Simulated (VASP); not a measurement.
A run of VASP 6.6.1 is set up as follows.

The input INCAR:

```
SYSTEM = MoS2
ALGO = Normal ; EDIFF = 1E-6
ENCUT = 520 ; GGA = PS
ISIF = 2 ; ISMEAR = 0
IVDW = 12 ; LASPH = .True.
LCHARG = .False. ; LREAL = .False.
LWAVE = .False. ; NBANDS = 20
NELM = 100 ; PREC = Accurate
SIGMA = 0.1
```

KPOINTS

```
k-points
0
Gamma
  15 15 15
  0 0 0
```

Contents of POSCAR:

```
MoS2
1.0
    1.5399048628      0.8890644870      5.7970502871
   -1.5399048628      0.8890644870      5.7970502871
    0.0000000000     -1.7781289741      5.7970502871
Mo S
1 2
Direct
    0.0000000000      0.0000000000      0.0000000000
    0.7592277682      0.7592277682      0.7592277682
    0.2407722318      0.2407722318      0.2407722318
```

Potentials or basis: VASP PAW PBE potentials, release 64 (Mo_sv, S).

Command:

```bash
$ cat potpaw_PBE.64/Mo_sv/POTCAR potpaw_PBE.64/S/POTCAR > POTCAR
$ mpirun -np 1 vasp_std > vasp.out
```

Question: What does it give for the dispersion energy per atom?

Answer: -0.415 eV.

Question: What does it give for the pressure?

Answer: 0.0 GPa.

Question: What does it give for the largest force?

Answer: 0.005 eV/Å.

Forces in eV/Å, atoms in the order of the input:
```
Mo   0.000  0.000  0.000
S    0.000  0.000 -0.005
S    0.000  0.000  0.005
```

Caveat: the PAW data sets were made with another functional, which shifts forces and pressure a little.
